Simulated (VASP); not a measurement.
Input of a VASP 6.6.1 run:

INCAR

```
  PREC = Accurate
  ENCUT = 500
  EDIFF = 1E-6
  ISMEAR = 0
  SIGMA = 0.1
  LREAL = F
  LASPH = T
  NELM = 120
  ALGO = Normal
  ISIF = 2
  LWAVE = F
  LCHARG = F
  NBANDS = 11
  GGA_COMPAT = F
```

KPOINTS

```
regular mesh
0
Gamma
  7 7 7
```

Contents of POSCAR:

```
Ca
1.0
    1.6606005842      1.6606005842      1.6606005842
   -1.6606005842      1.6606005842      1.6606005842
   -1.6606005842     -1.6606005842      1.6606005842
Ca
1
Direct
    0.0000000000      0.0000000000      0.0000000000
```

Potentials or basis: VASP PAW LDA potentials, release 64 (Ca_sv).

Run with:

```bash
$ cat potpaw_LDA.64/Ca_sv/POTCAR > POTCAR
$ mpirun -np 1 vasp_std > vasp.out
```

Q: Estimate the band gap on the k mesh.

A: Zero (band 5 reaches 6.70 eV, above the bottom of band 6 at 4.85 eV).

Q: Estimate the pressure.

A: 40.4 GPa.

Caveat: the k points lie up to 0.38 Å⁻¹ apart.
